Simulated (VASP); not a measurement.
# W (Fm-3m) in VASP: notebook, part 3 of 3

VASP 6.6.1. The steps go on from the part before.

### 6 Electric field gradients, PBE (volume scaled by 0.96)

File INCAR:

```
SYSTEM = W
ALGO = Normal ; EDIFF = 1E-8
ENCUT = 520 ; GGA = PE
ISIF = 2 ; ISMEAR = -1
LASPH = .TRUE. ; LCHARG = .FALSE.
LEFG = .TRUE. ; LREAL = .FALSE.
LWAVE = .FALSE. ; NBANDS = 13
NELM = 100 ; PREC = Accurate
SIGMA = 0.05
```

File KPOINTS:

```
k-points
0
G
  14 14 14
  0 0 0
```

File POSCAR:

```
W
1.0
    0.0000000000      2.0025642044      2.0025642044
    2.0025642044      0.0000000000      2.0025642044
    2.0025642044      2.0025642044      0.0000000000
W
1
Direct
    0.0000000000      0.0000000000      0.0000000000
```

Potentials or basis: VASP PAW PBE potentials, release 64 (W_sv).

Started as:

```bash
cat potpaw_PBE.64/W_sv/POTCAR > POTCAR
mpirun -np 1 vasp_std > vasp.out
```

OUTCAR:

```text
SYSTEM = W
   EDIFF = 1E-8
   ENCUT = 520
   GGA = PE
   ISIF = 2
   ISMEAR = -1
   LASPH = .TRUE.
   LREAL = .FALSE.
   NELM = 100
   PREC = Accurate

 ion  position               nearest neighbor table
   1  0.000  0.000  0.000-

  LATTYP: Found a face centered cubic cell.
 ALAT       =     4.0051284088

  Lattice vectors:

 A1 = (   0.0000000000,   2.0025642044,   2.0025642044)
 A2 = (   2.0025642044,   0.0000000000,   2.0025642044)
 A3 = (   2.0025642044,   2.0025642044,   0.0000000000)

Analysis of symmetry for initial positions (statically):
=====================================================================
 Subroutine PRICEL returns:
 Original cell was already a primitive cell.

 Routine SETGRP: Setting up the symmetry group for a
 face centered cubic supercell.

 Subroutine GETGRP returns: Found 48 space group operations
 (whereof 48 operations were pure point group operations)
 out of a pool of 48 trial point group operations.

The static configuration has the point symmetry O_h .

Analysis of symmetry for dynamics (positions and initial velocities):
=====================================================================
 Subroutine PRICEL returns:
 Original cell was already a primitive cell.

 Routine SETGRP: Setting up the symmetry group for a
 face centered cubic supercell.

 Subroutine GETGRP returns: Found 48 space group operations
 (whereof 48 operations were pure point group operations)
 out of a pool of 48 trial point group operations.

The dynamic configuration has the point symmetry O_h .

 Subroutine INISYM returns: Found 48 space group operations
 (whereof 48 operations are pure point group operations),
 and found     1 'primitive' translations

----------------------------------------------------------------------------------------

                                     Primitive cell

  volume of cell :      16.0616

  direct lattice vectors                    reciprocal lattice vectors
     0.000000000  2.002564204  2.002564204    -0.249679885  0.249679885  0.249679885
     2.002564204  0.000000000  2.002564204     0.249679885 -0.249679885  0.249679885
     2.002564204  2.002564204  0.000000000     0.249679885  0.249679885 -0.249679885

  length of vectors
     2.832053457  2.832053457  2.832053457     0.432458246  0.432458246  0.432458246

  position of ions in fractional coordinates (direct lattice)
     0.000000000  0.000000000  0.000000000

  ion indices of the primitive-cell ions
   primitive index   ion index
                 1           1

----------------------------------------------------------------------------------------

 KPOINTS: k-points

Automatic generation of k-mesh.
 Grid dimensions read from file:
 generate k-points for:   14   14   14

 Generating k-lattice:
[... 65 lines left out ...]
   NSW    =      0    number of steps for IOM
   IBRION =     -1    ionic relax: 0-MD 1-quasi-New 2-CG
   NFREE  =      0    steps in history (QN), initial steepest desc. (CG)
   ISIF   =      2    stress and relaxation
   ISYM   =      2    0-nonsym 1-usesym 2-fastsym
   POTIM  = 0.5000    time-step for ionic-motion
   TEBEG  =    0.0;   TEEND  =   0.0 temperature during run
   PSTRESS=    0.0 pullay stress
   NELECT =      14.0000    total number of electrons
   NUPDOWN=      -1.0000    fix difference up-down
   EMIN   =  10.00;   EMAX   =-10.00  energy-range for DOS
   EFERMI =   0.00;   METHOD = LEGACY
   ISMEAR =    -1;   SIGMA  =   0.05  broadening in eV -4-tet -1-fermi 0-gaus
   EFERMI_NEDOS =   21; number of points for ismear=-14 and -15
   IALGO  =     38    algorithm
   IMIX   =      4    mixing-type and parameters
     AMIX     =   0.40;   BMIX     =  1.00
     AMIX_MAG =   1.60;   BMIX_MAG =  1.00
  volume/ion in A,a.u.               =      16.06       108.39
  Fermi-wavevector in a.u.,A,eV,Ry     =   1.563823  2.955198 33.273644  2.445544
  Thomas-Fermi vector in A             =   2.666538
   LORBIT       =      0    0 simple, 1 ext, 2 COOP (PROOUT), +10 PAW based schemes
   GGA     = PE    functional components
   LHFCALC =     F    Hartree Fock is set to
   AEXX    =    0.0000 exact exchange contribution
   IVDW    =     0    specifies the selected vdW correction
   LEPSILON=     F    determine dielectric tensor
   LRPA    =     F    only Hartree local field effects (RPA)
 non-spin polarized calculation
  energy-cutoff  :      520.00
  volume of cell :       16.06
 maximum number of plane-waves:       444
 NGX is ok and might be reduce to    24

 number of electron      14.0000000 magnetization

 Free energy of the ion-electron system (eV)
  ---------------------------------------------------
  ext. energy  EPLUGINS =         0.00000000
  ---------------------------------------------------
  free energy    TOTEN  =       -12.46736146 eV

  energy without entropy =      -12.45731145  energy(sigma->0) =      -12.46233645

 E-fermi :  10.7651     XC(G=0): -13.5561

 val. band max:       10.7633506892   @ k =  -0.1429   0.0714   0.0000
 cond. band min:      10.7923830643   @ k =   0.2143   0.1429   0.0714
 fundamental gap:      0.0290323750
 Fermi energy:        10.7651417595

 k-point     1 :       0.0000    0.0000    0.0000
  band No.  band energies     occupation
      1     -62.8445      2.00000
      2     -26.4468      2.00000
      3     -26.4468      2.00000
      4     -26.4468      2.00000
      5       1.6828      2.00000
      6      10.2034      1.99997
      7      10.2034      1.99997
      8      10.2034      1.99997
      9      13.4266      0.00000
     10      13.4266      0.00000
     11      23.6000      0.00000
     12      28.9263      0.00000
     13      28.9263      0.00000
[... 354 lines left out ...]
  band No.  band energies     occupation
      1     -62.7751      2.00000
      2     -27.0754      2.00000
      3     -26.6163      2.00000
      4     -26.6038      2.00000
      5       4.4638      2.00000
      6       8.4210      2.00000
      7      10.3985      1.99869
      8      11.4001      0.00001
      9      12.8159      0.00000
     10      14.5095      0.00000
     11      25.5409      0.00000
     12      28.5951      0.00000
     13      30.9139      0.00000

 [... further k-points ...]
[... 5 lines left out ...]
  --------------------------------------------------------------------------------------
  -------------------------------------------------------------------------------------
  Total        0.7721592      0.7721592      0.7721592      0.0000000      0.0000000      0.0000000
  in kB       77.0243551     77.0243551     77.0243551      0.0000000      0.0000000      0.0000000
  external PRESSURE =      77.0243551 kB  Pullay stress =       0.0000000 kB

 VOLUME and BASIS-vectors are now :
 -----------------------------------------------------------------------------
  energy-cutoff  :      520.00
  volume of cell :       16.06
      direct lattice vectors                 reciprocal lattice vectors
     0.000000000  2.002564204  2.002564204    -0.249679885  0.249679885  0.249679885
     2.002564204  0.000000000  2.002564204     0.249679885 -0.249679885  0.249679885
     2.002564204  2.002564204  0.000000000     0.249679885  0.249679885 -0.249679885

 POSITION                                       TOTAL-FORCE (eV/Angst)
 -----------------------------------------------------------------------------------
      0.00000      0.00000      0.00000        -0.000000     -0.000000      0.000000
 -----------------------------------------------------------------------------------
    total drift:                               -0.000000      0.000000     -0.000000

  FREE ENERGIE OF THE ION-ELECTRON SYSTEM (eV)
  ---------------------------------------------------
  free  energy   TOTEN  =       -12.4673614552 eV

  energy  without entropy=      -12.4573114525  energy(sigma->0) =      -12.46233645

 Electric field gradients (V/A^2)
---------------------------------------------------------------------
 ion       V_xx      V_yy      V_zz      V_xy      V_xz      V_yz
---------------------------------------------------------------------
   1      -0.000     0.000    -0.000    -0.000    -0.000    -0.000
---------------------------------------------------------------------

 Electric field gradients after diagonalization (V/A^2)
 (convention: |V_zz| > |V_xx| > |V_yy|)
----------------------------------------------------------------------
 ion       V_xx      V_yy      V_zz     asymmetry (V_yy - V_xx)/ V_zz
----------------------------------------------------------------------
   1       0.000     0.000    -0.000       0.000
----------------------------------------------------------------------

           NMR quadrupolar parameters

 Cq : quadrupolar parameter    Cq=e*Q*V_zz/h
 eta: asymmetry parameters     (V_yy - V_xx)/ V_zz
 Q  : nuclear electric quadrupole moment in mb (millibarn)
----------------------------------------------------------------------
 ion       Cq(MHz)       eta       Q (mb)
----------------------------------------------------------------------
   1      -0.000       0.000       1.000
----------------------------------------------------------------------
```

OSZICAR:

```text
N       E                     dE             d eps       ncg     rms          rms(c)
DAV:   1     0.836073847426E+02    0.83607E+02   -0.75544E+03  2704   0.123E+03
DAV:   2    -0.113616608840E+02   -0.94969E+02   -0.91511E+02  3024   0.315E+02
DAV:   3    -0.130610652624E+02   -0.16994E+01   -0.16916E+01  2979   0.400E+01
DAV:   4    -0.130682246773E+02   -0.71594E-02   -0.71592E-02  3054   0.291E+00
DAV:   5    -0.130682858764E+02   -0.61199E-04   -0.61200E-04  2984   0.252E-01    0.198E+01
DAV:   6    -0.125925920213E+02    0.47569E+00   -0.40219E-01  2904   0.844E+00    0.788E+00
DAV:   7    -0.124715866432E+02    0.12101E+00   -0.20075E-01  2984   0.563E+00    0.512E-01
DAV:   8    -0.124673749646E+02    0.42117E-02   -0.39783E-03  2754   0.819E-01    0.571E-02
DAV:   9    -0.124673629483E+02    0.12016E-04   -0.75092E-05  3186   0.101E-01    0.416E-02
DAV:  10    -0.124673609932E+02    0.19552E-05   -0.11086E-05  2859   0.444E-02    0.434E-03
DAV:  11    -0.124673615940E+02   -0.60082E-06   -0.16863E-07  2819   0.512E-03    0.491E-04
DAV:  12    -0.124673614534E+02    0.14056E-06   -0.47245E-09  2177   0.837E-04    0.360E-05
DAV:  13    -0.124673614552E+02   -0.18038E-08   -0.36080E-10  1462   0.272E-04
   1 F= -.12467361E+02 E0= -.12462336E+02  d E =-.100500E-01
```

stdout:

```text
POSCAR found type information on POSCAR W
 POSCAR found :  1 types and       1 ions
 scaLAPACK will be used
 LDA part: xc-table for (Slater+PW92), standard interpolation
 POSCAR, INCAR and KPOINTS ok, starting setup
 FFT: planning ... GRIDC
 FFT: planning ... GRID_SOFT
 FFT: planning ... GRID
 WAVECAR not read
 entering main loop
ion   1
```

Wall time 23 s (1 thread of Intel Xeon Platinum 8259CL at 2.50GHz (Skylake/Cascade Lake), shared host); peak memory 0.15 GiB.

Results:

```
Free energy            : -12.4674 eV
Pressure               : 7.7 GPa
Band gap on the k mesh : zero (band 7 reaches 13.96 eV, above the bottom of band 8 at 10.20 eV)
```

Caveat: without QUAD_EFG the Cq values of the log hold for a quadrupole moment of 1 mb, not for the nuclei; spin-orbit coupling is left out, which moves the levels of the heavy elements.

### 7 The runs side by side

```csv
task,cell,k mesh for the DOS,occupations for the DOS,gap on the mesh (eV),pressure (GPa)
electric field gradients,"a = 2.871 Å, angles 60.0°, 1 atom",-,-,none,-4.2
electric field gradients,"a = 2.895 Å, angles 60.0°, 1 atom",-,-,none,-10.5
electric field gradients,"a = 2.918 Å, angles 60.0°, 1 atom",-,-,none,-16.0
density of states,"a = 2.871 Å, angles 60.0°, 1 atom",21 × 21 × 21,tetrahedron,-,-
electric field gradients,"a = 2.832 Å, angles 60.0°, 1 atom",-,-,none,7.7
```

Alike in all rows: level PBE; potentials or basis VASP PAW PBE potentials, release 64 (W_sv); no spin polarisation; k mesh 14 × 14 × 14; cutoff (eV) 520; smearing fermi-dirac 0.05 eV.

Caveats: spin-orbit coupling is left out, which moves the levels of the heavy elements.

Total energies depend on the potentials used, so only differences within one code and one set of settings carry meaning.
